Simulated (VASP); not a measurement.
The system is Al2O3.

```xyz
5
Lattice="3.0175 0.0000 0.0000 -1.5087 2.6132 0.0000 0.0000 0.0000 7.5746" Properties=species:S:1:pos:R:3 pbc="T T T"
Al    0.0000    0.0000    5.4693
Al    0.0000    0.0000    2.1054
O     0.0000    0.0000    3.7873
O     1.5087    0.8711    6.0638
O     0.0000    1.7421    1.5108
```

```yaml
Program: VASP 6.6.1
Task: relaxation of cell and atoms
Functional: BLYP
Dispersion: D4
Potentials_or_basis: VASP PAW PBE potentials, release 64 (Al, O)
Cutoff: 600 eV
k_mesh: 10 × 10 × 4
Occupations: fermi-dirac, width 0.05 eV
Spin: no spin polarisation
```

At the start: pressure -3.7 GPa; volume 11.95 Å³/atom.

Question: Where does the relaxation end?

Answer: Over 15 steps the energy falls by 8.4 meV/atom and the volume is 11.21 Å³/atom (-6.1 %); space group P-3m1 (No. 164, to 0.05 Å).

The path:
```csv
step,energy change (eV),largest force (eV/Å),pressure (GPa),volume (Å³)
1,0.0000,0.1689,-3.67,59.73
2,-0.0005,0.5291,3.60,57.39
3,-0.0153,0.2581,-0.15,58.54
4,-0.0153,0.2610,0.08,58.21
5,-0.0170,0.1470,-0.04,58.37
6,-0.0199,0.1500,-0.02,58.20
7,-0.0279,0.1562,0.07,57.67
8,-0.0384,0.1591,0.41,56.60
9,-0.0205,0.1089,1.79,54.48
10,-0.0389,0.1661,0.82,56.20
11,-0.0411,0.1008,-0.06,56.20
12,-0.0412,0.1306,-0.24,56.21
13,-0.0418,0.0033,-0.27,56.15
14,-0.0418,0.0054,-0.27,56.14
15,-0.0419,0.0022,-0.08,56.07
```

Final structure:
```
Al O
1.0
     2.99814    0.00000    0.00000
    -1.49907    2.59647    0.00000
     0.00000    0.00000    7.20234
Al O
2 3
Direct
  0.00000 0.00000 0.73217
  0.00000 0.00000 0.26783
  0.00000 0.00000 0.50000
  0.66667 0.33333 0.81330
  0.33333 0.66667 0.18670
```

Caveat: the PAW data sets were made with another functional, which shifts forces and pressure a little.
